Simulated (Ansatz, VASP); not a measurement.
**Pb: VASP beside Ansatz**

The input INCAR:

```
PREC = Accurate ; ENCUT = 520
EDIFF = 1E-6 ; ISMEAR = 1
SIGMA = 0.01 ; LREAL = False
LASPH = True ; NELM = 80
ALGO = Normal ; ISIF = 2
LWAVE = False ; LCHARG = False
NBANDS = 13
```

File KPOINTS:

```
Automatic mesh
0
Gamma
  11 11 11
```

POSCAR

```
Pb
1.0
    0.0000000000      2.4375492138      2.4375492138
    2.4375492138      0.0000000000      2.4375492138
    2.4375492138      2.4375492138      0.0000000000
Pb
1
Direct
    0.0000000000      0.0000000000      0.0000000000
```

Input for Ansatz:

```yaml
crystal:
  lattice:
    - [0.0, 2.4375492138, 2.4375492138]
    - [2.4375492138, 0.0, 2.4375492138]
    - [2.4375492138, 2.4375492138, 0.0]
  atoms:
    - { symbol: Pb, position: [0.0, 0.0, 0.0] }
hamiltonian:
  xc: lda
  pseudopotentials:
    kind: paw
    azcp:
      Pb: "pseudopotentials/Pb.paw.azcp"
basis:
  ecutwfc: 420
  fft_grid_basis: typed
kpoints:
  mp_grid: { grid: [11, 11, 11], shift: [0, 0, 0] }
magnetization:
  spin_polarized: false
scf:
  occupations: { method: methfessel_paxton, width: 0.01 }
  lower_state_search: "off"
output:
  stress: true
  write_density: true
  write_potential: true
  elf: true
  volumetric_format: npy
```

Alike in both runs: task single point; functional LDA; k mesh 11 × 11 × 11; occupations methfessel-paxton of order 1, width 0.01 eV; no spin polarisation.

|  | VASP | Ansatz |
| --- | --- | --- |
| version | VASP 6.6.1 | Ansatz 0.2.0 |
| potentials or method | VASP PAW LDA potentials, release 64 (Pb_d), cutoff 520 eV | plane waves (420 eV) with PAW, scalar-relativistic |
| valence electrons in the cell | 14 | 14 |

```tsv
	VASP	Ansatz	Ansatz less VASP
pressure (GPa)	0.1	0.1	-0.02
```

Ansatz warns that its potentials were made for another functional, while VASP's fit it. LDA's correlation is that of Perdew and Zunger in VASP and of Perdew and Wang (1992) in Ansatz.

Spin-orbit coupling is off throughout.
